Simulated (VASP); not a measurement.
# ZnS (P6_3mc) in VASP: single point with PBE

Aim: the single point of ZnS with PBE.

Program: VASP 6.6.1. These are calculated values, not measurements. Logs are shortened: lines on timing, memory, paths and dates and some standing lists are left out, and cuts for length are marked.

### 1 The cell of the first run

Symmetry: P6_3mc, No. 186, hexagonal system. The conventional cell has a = 3.808 Å, b = 3.808 Å, c = 24.891 Å, α = 90.00°, β = 90.00°, γ = 120.00°. Within 3.1 Å of Zn (site symmetry 3m) lie 4 S at 2.33 to 2.34 Å. Within 3.1 Å of Zn (site symmetry 3m) lie 4 S at 2.33 Å. Zn (site symmetry 3m) has 4 S at 2.33 Å within 3.1 Å. Within 3.1 Å of Zn (site symmetry 3m) lie 4 S at 2.33 Å. S (site symmetry 3m) has 4 Zn at 2.33 Å within 3.1 Å. Within 3.1 Å of S (site symmetry 3m) lie 4 Zn at 2.33 Å. Within 3.1 Å of S (site symmetry 3m) lie 4 Zn at 2.33 Å. Within 3.1 Å of S (site symmetry 3m) lie 4 Zn at 2.33 to 2.34 Å.

### 2 Single point, PBE

INCAR

```
  PREC = Accurate
  ENCUT = 520
  EDIFF = 1E-7
  ISMEAR = 0
  SIGMA = 0.1
  LREAL = Auto
  LASPH = T
  NELM = 60
  ALGO = Normal
  ISIF = 2
  LWAVE = F
  LCHARG = T
  GGA = PE
  LELF = T
  LVHAR = T
  NBANDS = 86
```

KPOINTS

```
Automatic mesh
0
Gamma
  6 6 1
```

POSCAR

```
ZnS
1.0
    3.8083864859      0.0000000000      0.0000000000
   -1.9041932429      3.2981594442      0.0000000000
    0.0000000000      0.0000000000     24.8909590100
Zn S
8 8
Direct
    0.3333333300      0.6666666700      0.7499129200
    0.3333333300      0.6666666700      0.1247858200
    0.0000000000      0.0000000000      0.0000428700
    0.6666666700      0.3333333300      0.8753247300
    0.6666666700      0.3333333300      0.2499129200
    0.3333333300      0.6666666700      0.3753247300
    0.0000000000      0.0000000000      0.5000428700
    0.6666666700      0.3333333300      0.6247858200
    0.0000000000      0.0000000000      0.5937127400
    0.6666666700      0.3333333300      0.9689881200
    0.3333333300      0.6666666700      0.2185024700
    0.6666666700      0.3333333300      0.3439283300
    0.3333333300      0.6666666700      0.8439283300
    0.3333333300      0.6666666700      0.4689881200
    0.6666666700      0.3333333300      0.7185024700
    0.0000000000      0.0000000000      0.0937127400
```

Potentials or basis: VASP PAW PBE potentials, release 64 (Zn, S).

The run is started by

```bash
$ cat potpaw_PBE.64/Zn/POTCAR potpaw_PBE.64/S/POTCAR > POTCAR
$ mpirun -np 1 vasp_std > vasp.out
```

OUTCAR:

```text
PREC = Accurate
   ENCUT = 520
   EDIFF = 1E-7
   ISMEAR = 0
   LREAL = Auto
   LASPH = T
   NELM = 60
   ISIF = 2
   GGA = PE

 ion  position               nearest neighbor table
   1  0.333  0.667  0.750-  15 2.33  15 2.33  15 2.33  13 2.34
   2  0.333  0.667  0.125-  16 2.33  16 2.33  16 2.33  11 2.33
   3  0.000  0.000  0.000-  10 2.33  10 2.33  10 2.33  16 2.33
   4  0.667  0.333  0.875-  10 2.33  13 2.33  13 2.33  13 2.33
   5  0.667  0.333  0.250-  11 2.33  11 2.33  11 2.33  12 2.34
   6  0.333  0.667  0.375-  14 2.33  12 2.33  12 2.33  12 2.33
[... 8 lines left out ...]
  15  0.667  0.333  0.719-   8 2.33   1 2.33   1 2.33   1 2.33
  16  0.000  0.000  0.094-   2 2.33   2 2.33   2 2.33   3 2.33

  LATTYP: Found a hexagonal cell.
 ALAT       =     3.8083864859
 C/A-ratio  =     6.5358279949

  Lattice vectors:

 A1 = (   3.8083864859,   0.0000000000,   0.0000000000)
 A2 = (  -1.9041932429,   3.2981594442,   0.0000000000)
 A3 = (   0.0000000000,   0.0000000000,  24.8909590100)

Analysis of symmetry for initial positions (statically):
=====================================================================
 Subroutine PRICEL returns:
 Original cell was already a primitive cell.

 Routine SETGRP: Setting up the symmetry group for a
 hexagonal supercell.

 Subroutine GETGRP returns: Found 12 space group operations
 (whereof  6 operations were pure point group operations)
 out of a pool of 24 trial point group operations.

The static configuration has the point symmetry C_3v.
 The point group associated with its full space group is C_6v.

Analysis of symmetry for dynamics (positions and initial velocities):
=====================================================================
 Subroutine PRICEL returns:
 Original cell was already a primitive cell.

 Routine SETGRP: Setting up the symmetry group for a
 hexagonal supercell.

 Subroutine GETGRP returns: Found 12 space group operations
 (whereof  6 operations were pure point group operations)
 out of a pool of 24 trial point group operations.

The dynamic configuration has the point symmetry C_3v.
 The point group associated with its full space group is C_6v.

 Subroutine INISYM returns: Found 12 space group operations
 (whereof  6 operations are pure point group operations),
 and found     1 'primitive' translations

----------------------------------------------------------------------------------------

                                     Primitive cell

  volume of cell :     312.6470

  direct lattice vectors                    reciprocal lattice vectors
     3.808386486  0.000000000  0.000000000     0.262578392  0.151599705  0.000000000
    -1.904193243  3.298159444  0.000000000     0.000000000  0.303199411  0.000000000
     0.000000000  0.000000000 24.890959010     0.000000000  0.000000000  0.040175230

  length of vectors
     3.808386486  3.808386486 24.890959010     0.303199411  0.303199411  0.040175230

  position of ions in fractional coordinates (direct lattice)
     0.333333330  0.666666670  0.749912920
     0.333333330  0.666666670  0.124785820
     0.000000000  0.000000000  0.000042870
     0.666666670  0.333333330  0.875324730
     0.666666670  0.333333330  0.249912920
     0.333333330  0.666666670  0.375324730
[... 8 lines left out ...]
     0.666666670  0.333333330  0.718502470
     0.000000000  0.000000000  0.093712740

  ion indices of the primitive-cell ions
   primitive index   ion index
                 1           1
                 2           2
                 3           3
                 4           4
                 5           5
                 6           6
[... 8 lines left out ...]
                15          15
                16          16

----------------------------------------------------------------------------------------

 KPOINTS: Automatic mesh

Automatic generation of k-mesh.
 Grid dimensions read from file:
 generate k-points for:    6    6    1

 Generating k-lattice:

  Cartesian coordinates                     Fractional coordinates (reciprocal lattice)
     0.043763065  0.025266618  0.000000000     0.166666667 -0.000000000  0.000000000
     0.000000000  0.050533235  0.000000000     0.000000000  0.166666667  0.000000000
     0.000000000  0.000000000  0.040175230     0.000000000  0.000000000  1.000000000

  Length of vectors
     0.050533235  0.050533235  0.040175230

  Shift w.r.t. Gamma in fractional coordinates (k-lattice)
     0.000000000  0.000000000  0.000000000

 Subroutine IBZKPT returns following result:
 ===========================================

 Found      7 irreducible k-points:

 Following reciprocal coordinates:
            Coordinates               Weight
  0.000000  0.000000  0.000000      1.000000
  0.166667  0.000000  0.000000      6.000000
  0.333333  0.000000  0.000000      6.000000
  0.500000 -0.000000  0.000000      3.000000
  0.166667  0.166667  0.000000      6.000000
  0.333333  0.166667  0.000000     12.000000
  0.333333  0.333333  0.000000      2.000000
   k-points           NKPTS =      7   k-points in BZ     NKDIM =      7   number of bands    NBANDS=     86
   number of dos      NEDOS =    301   number of ions     NIONS =     16
   total plane-waves  NPLWV = 150528
   dimension x,y,z NGX =    28 NGY =   28 NGZ =  192
   dimension x,y,z NGXF=    56 NGYF=   56 NGZF=  384
   ions per type =               8   8
   NGX,Y,Z   is equivalent  to a cutoff of  12.22, 12.22, 12.82 a.u.
   NGXF,Y,Z  is equivalent  to a cutoff of  24.45, 24.45, 25.65 a.u.
 SYSTEM =  unknown system
   PREC   = accura    normal or accurate (medium, high low for compatibility)
   ISTART =      0    job   : 0-new  1-cont  2-samecut
   ICHARG =      2    charge: 1-file 2-atom 10-const
   ISPIN  =      1    spin polarized calculation?
   LNONCOLLINEAR =      F non collinear calculations
   LSORBIT =      F    spin-orbit coupling
   LASPH  =      T    aspherical Exc in radial PAW
   ENCUT  =  520.0 eV  38.22 Ry    6.18 a.u.   7.08  7.08 46.28*2*pi/ulx,y,z
   NELM   =     60;   NELMIN=  2; NELMDL= -5     # of ELM steps
   EDIFF  = 0.1E-06   stopping-criterion for ELM
   LREAL  =      T    real-space projection
   EDIFFG = 0.1E-05   stopping-criterion for IOM
   NSW    =      0    number of steps for IOM
   IBRION =     -1    ionic relax: 0-MD 1-quasi-New 2-CG
   NFREE  =      0    steps in history (QN), initial steepest desc. (CG)
   ISIF   =      2    stress and relaxation
   ISYM   =      2    0-nonsym 1-usesym 2-fastsym
   POTIM  = 0.5000    time-step for ionic-motion
   TEBEG  =    0.0;   TEEND  =   0.0 temperature during run
   PSTRESS=    0.0 pullay stress
   NELECT =     144.0000    total number of electrons
   NUPDOWN=      -1.0000    fix difference up-down
   EMIN   =  10.00;   EMAX   =-10.00  energy-range for DOS
   EFERMI =   0.00;   METHOD = LEGACY
   ISMEAR =     0;   SIGMA  =   0.10  broadening in eV -4-tet -1-fermi 0-gaus
   EFERMI_NEDOS =   21; number of points for ismear=-14 and -15
   IALGO  =     38    algorithm
   IMIX   =      4    mixing-type and parameters
     AMIX     =   0.40;   BMIX     =  1.00
     AMIX_MAG =   1.60;   BMIX_MAG =  1.00
  volume/ion in A,a.u.               =      19.54       131.87
  Fermi-wavevector in a.u.,A,eV,Ry     =   1.264283  2.389148 21.747702  1.598411
  Thomas-Fermi vector in A             =   2.397596
   LORBIT       =      0    0 simple, 1 ext, 2 COOP (PROOUT), +10 PAW based schemes
   GGA     = PE    functional components
   LHFCALC =     F    Hartree Fock is set to
   AEXX    =    0.0000 exact exchange contribution
   IVDW    =     0    specifies the selected vdW correction
   LEPSILON=     F    determine dielectric tensor
   LRPA    =     F    only Hartree local field effects (RPA)
 non-spin polarized calculation
 Gauss-broadening in eV      SIGMA  =   0.10
  energy-cutoff  :      520.00
  volume of cell :      312.65
 maximum number of plane-waves:      8457
   NGX = 15   NGY = 15   NGZ = 93

 number of electron     143.9999924 magnetization

 Free energy of the ion-electron system (eV)
  ---------------------------------------------------
  ext. energy  EPLUGINS =         0.00000000
  ---------------------------------------------------
  free energy    TOTEN  =       -54.71873773 eV

  energy without entropy =      -54.71873773  energy(sigma->0) =      -54.71873773

 E-fermi :   2.6406     XC(G=0):  -9.6727

 val. band max:        2.2009758874   @ k =   0.0000   0.0000   0.0000
 cond. band min:       4.3745973482   @ k =   0.0000   0.0000   0.0000
 fundamental gap:      2.1736214608
 Fermi energy:         2.6405820162

 k-point     1 :       0.0000    0.0000    0.0000
  band No.  band energies     occupation
      1     -11.0127      2.00000
      2     -10.9052      2.00000
      3     -10.8812      2.00000
      4     -10.5879      2.00000
      5     -10.5754      2.00000
      6     -10.2376      2.00000
[... 76 lines left out ...]
     83       8.5578      0.00000
     84       8.5578      0.00000

 k-point     2 :       0.1667    0.0000    0.0000
  band No.  band energies     occupation
      1     -10.8280      2.00000
      2     -10.7287      2.00000
      3     -10.7054      2.00000
      4     -10.4367      2.00000
      5     -10.4242      2.00000
      6     -10.1206      2.00000
[... 76 lines left out ...]
     83       8.0341      0.00000
     84       8.1863      0.00000

 k-point     3 :       0.3333    0.0000    0.0000
  band No.  band energies     occupation
      1     -10.3836      2.00000
      2     -10.3122      2.00000
      3     -10.2916      2.00000
      4     -10.1035      2.00000
      5     -10.0915      2.00000
      6      -9.8915      2.00000
[... 76 lines left out ...]
     83       7.5986      0.00000
     84       8.0111      0.00000

 k-point     4 :       0.5000   -0.0000    0.0000
  band No.  band energies     occupation
      1     -10.0712      2.00000
      2     -10.0342      2.00000
      3     -10.0197      2.00000
      4      -9.9205      2.00000
      5      -9.9120      2.00000
      6      -9.8081      2.00000
[... 76 lines left out ...]
     83       7.3158      0.00000
     84       7.7937      0.00000

 k-point     5 :       0.1667    0.1667    0.0000
  band No.  band energies     occupation
      1     -10.5100      2.00000
      2     -10.4290      2.00000
      3     -10.4072      2.00000
      4     -10.1920      2.00000
      5     -10.1796      2.00000
      6      -9.9462      2.00000
[... 76 lines left out ...]
     83       7.7778      0.00000
     84       7.8898      0.00000

 k-point     6 :       0.3333    0.1667    0.0000
  band No.  band energies     occupation
      1     -10.0905      2.00000
      2     -10.0487      2.00000
      3     -10.0307      2.00000
      4      -9.9226      2.00000
      5      -9.9118      2.00000
      6      -9.8039      2.00000
[... 76 lines left out ...]
     83       7.6656      0.00000
     84       8.0641      0.00000

 k-point     7 :       0.3333    0.3333    0.0000
  band No.  band energies     occupation
      1      -9.8421      2.00000
      2      -9.8421      2.00000
      3      -9.8413      2.00000
      4      -9.8413      2.00000
      5      -9.8268      2.00000
      6      -9.8268      2.00000
[... 76 lines left out ...]
     83       8.3586      0.00000
     84       8.3863      0.00000
 [bands above 84 left out]

------------------------ aborting loop because EDIFF is reached ----------------------------------------

  FORCE on cell =-STRESS in cart. coord.  units (eV):
  Direction    XX          YY          ZZ          XY          YZ          ZX
  --------------------------------------------------------------------------------------
  -------------------------------------------------------------------------------------
  Total        4.8659036      4.8659036      4.8432242      0.0000000     -0.0000000      0.0000000
  in kB       24.9355979     24.9355979     24.8193761      0.0000000     -0.0000000      0.0000000
  external PRESSURE =      24.8968573 kB  Pullay stress =       0.0000000 kB

 VOLUME and BASIS-vectors are now :
 -----------------------------------------------------------------------------
  energy-cutoff  :      520.00
  volume of cell :      312.65
      direct lattice vectors                 reciprocal lattice vectors
     3.808386486  0.000000000  0.000000000     0.262578392  0.151599705  0.000000000
    -1.904193243  3.298159444  0.000000000     0.000000000  0.303199411  0.000000000
     0.000000000  0.000000000 24.890959010     0.000000000  0.000000000  0.040175230

 POSITION                                       TOTAL-FORCE (eV/Angst)
 -----------------------------------------------------------------------------------
     -0.00000      2.19877     18.66605         0.000000     -0.000000      0.021024
     -0.00000      2.19877      3.10604         0.000000     -0.000000      0.015729
      0.00000      0.00000      0.00107         0.000000     -0.000000      0.008177
      1.90419      1.09939     21.78767         0.000000      0.000000     -0.016620
      1.90419      1.09939      6.22057         0.000000      0.000000      0.021024
     -0.00000      2.19877      9.34219         0.000000     -0.000000     -0.016620
[... 8 lines left out ...]
      1.90419      1.09939     17.88422         0.000000      0.000000      0.008274
      0.00000      0.00000      2.33260         0.000000      0.000000     -0.004672
 -----------------------------------------------------------------------------------
    total drift:                               -0.000002     -0.000004      0.002114

  FREE ENERGIE OF THE ION-ELECTRON SYSTEM (eV)
  ---------------------------------------------------
  free  energy   TOTEN  =       -54.7187377340 eV

  energy  without entropy=      -54.7187377340  energy(sigma->0) =      -54.71873773
```

Run time: 4.9 min. Hardware: 1 thread of Intel Xeon 6975P-C (Granite Rapids), shared host; peak memory 0.42 GiB.

What came out:

* Free energy: -54.7187 eV
* Pressure: 2.5 GPa
* Largest force: 0.022 eV/Å
* Band gap on the k mesh: 2.17 eV

Forces in eV/Å, atoms in the order of the input:
```
Zn   0.000  0.000  0.021
Zn   0.000  0.000  0.016
Zn   0.000  0.000  0.008
Zn   0.000  0.000 -0.017
Zn   0.000  0.000  0.021
Zn   0.000  0.000 -0.017
Zn   0.000  0.000  0.008
Zn   0.000  0.000  0.016
S    0.000  0.000 -0.005
S    0.000  0.000 -0.022
S    0.000  0.000  0.008
S    0.000  0.000 -0.010
S    0.000  0.000 -0.010
S    0.000  0.000 -0.022
S    0.000  0.000  0.008
S    0.000  0.000 -0.005
```
